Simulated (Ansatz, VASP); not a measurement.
# One calculation of Ni, two programs

```
Ni
1.0
     2.48804    0.00000    0.00000
    -1.24402    2.15470    0.00000
     0.00000    0.00000   22.09440
Ni
4
Direct
  0.00000 0.00000 0.36350
  0.33333 0.66667 0.45425
  0.66667 0.33333 0.54575
  0.00000 0.00000 0.63650
```

Alike in both runs: functional PBE; k mesh 19 × 19 × 1; occupations fermi-dirac, width 0.05 eV; collinear spin.

Ansatz relaxed the structure, and its values are those at the end. VASP's run is a single point on that final structure, the one shown.

|  | VASP | Ansatz |
| --- | --- | --- |
| version | VASP 6.6.1 | Ansatz 0.2.0 |
| potentials or method | VASP PAW PBE potentials, release 64 (Ni) | PAW with Ansatz's default frozen-core files, scalar-relativistic |
| plane-wave cutoff (eV) | 520 | 420 |
| valence electrons in the cell | 40 | 72 |

|  | VASP | Ansatz | Ansatz less VASP |
| --- | --- | --- | --- |
| net moment per atom (μB) | 0.66 | 0.66 | +0.008 |
| size of the moment on the site where the two differ most (μB) | 0.68 | 0.72 | +0.040 |

Site moments also hang on the region over which each program counts them. VASP's potentials hold 40 valence electrons a cell and Ansatz's 72, so a difference there can come from the potentials and not from the codes. Ansatz's warnings: stress scf threshold loose.
